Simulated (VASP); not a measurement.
A run of VASP 6.6.1 is set up as follows.

INCAR

```
SYSTEM = AlN
  ALGO = Normal
  EDIFF = 1E-6
  ENCUT = 520
  GGA = PE
  ISIF = 2
  ISMEAR = 0
  LASPH = .True.
  LCHARG = .True.
  LELF = .True.
  LREAL = .False.
  LVHAR = .True.
  LWAVE = .False.
  NBANDS = 11
  NELM = 60
  PREC = Accurate
  SIGMA = 0.05
```

KPOINTS

```
k-points
0
Gamma
  10 10 10
  0 0 0
```

Contents of POSCAR:

```
AlN
1.0
    0.0000000000      2.1839935596      2.1839935596
    2.1839935596      0.0000000000      2.1839935596
    2.1839935596      2.1839935596      0.0000000000
Al N
1 1
Direct
    0.0000000000      0.0000000000      0.0000000000
    0.7500000000      0.7500000000      0.7500000000
```

Potentials or basis: VASP PAW PBE potentials, release 64 (Al, N).

Run with:

```bash
$ cat potpaw_PBE.64/Al/POTCAR potpaw_PBE.64/N/POTCAR > POTCAR
$ mpirun -np 1 vasp_std > vasp.out
```

Task: Estimate the pressure.

Result: 4.6 GPa.

Task: Predict the band gap on the k mesh.

Result: 3.32 eV, indirect (least direct gap 4.20 eV).

A k mesh can miss the band edges. A hybrid or GW would open this gap; PBE tends to underestimate it.
